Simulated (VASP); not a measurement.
Here is a VASP 6.6.1 calculation.

INCAR

```
ALGO     = Normal         # electronic algorithm
EDIFF    = 1E-6           # SCF threshold, eV
ENCUT    = 520            # plane-wave cutoff, eV
GGA      = PE             # functional
ISIF     = 2              # what is computed and relaxed
ISMEAR   = 0              # smearing method
LASPH    = True           # aspherical terms in the spheres
LCHARG   = True           # write CHGCAR
LELF     = True           # ELF
LREAL    = False          # projectors in reciprocal space
LVHAR    = True         
LWAVE    = False          # write WAVECAR
NBANDS   = 16             # bands
NELM     = 60             # most SCF steps
PREC     = Accurate       # precision mode
SIGMA    = 0.05           # smearing width, eV
```

Contents of KPOINTS:

```
k-points
0
Gamma
  12 12 6
```

POSCAR

```
BN
1.0
    2.5539396017      0.0000000000      0.0000000000
   -1.2769698009      2.2117765748      0.0000000000
    0.0000000000      0.0000000000      4.2268550000
B N
2 2
Direct
    0.6666666667      0.3333333333      1.0352113777
    0.3333333333      0.6666666667      0.4997240000
    0.6666666667      0.3333333333      0.6252760000
    0.3333333333      0.6666666667      0.1252760000
```

Potentials or basis: VASP PAW PBE potentials, release 64 (B, N).

Command:

```bash
$ cat potpaw_PBE.64/B/POTCAR potpaw_PBE.64/N/POTCAR > POTCAR
$ mpirun -np 1 vasp_std > vasp.out
```

Q: Predict the pressure.

A: 3.8 GPa.

Q: What does it give for the band gap on the k mesh?

A: 5.38 eV (least direct gap 7.64 eV).

Q: What does it give for the largest force?

A: 3.975 eV/Å.

Forces on the atoms (eV/Å):
```
B    0.000  0.000 -3.975
B    0.000  0.000  1.716
N    0.000  0.000  0.398
N    0.000  0.000  1.861
```

Caveat: the cell differs from its parent crystal (atom 1 (B) moved +0.150 Å along Cartesian [0 0 1]); the cell stands under pressure; forces of over 1 eV/Å act on the atoms, so gaps and moduli don't describe the material at rest. A k mesh can miss the band edges.
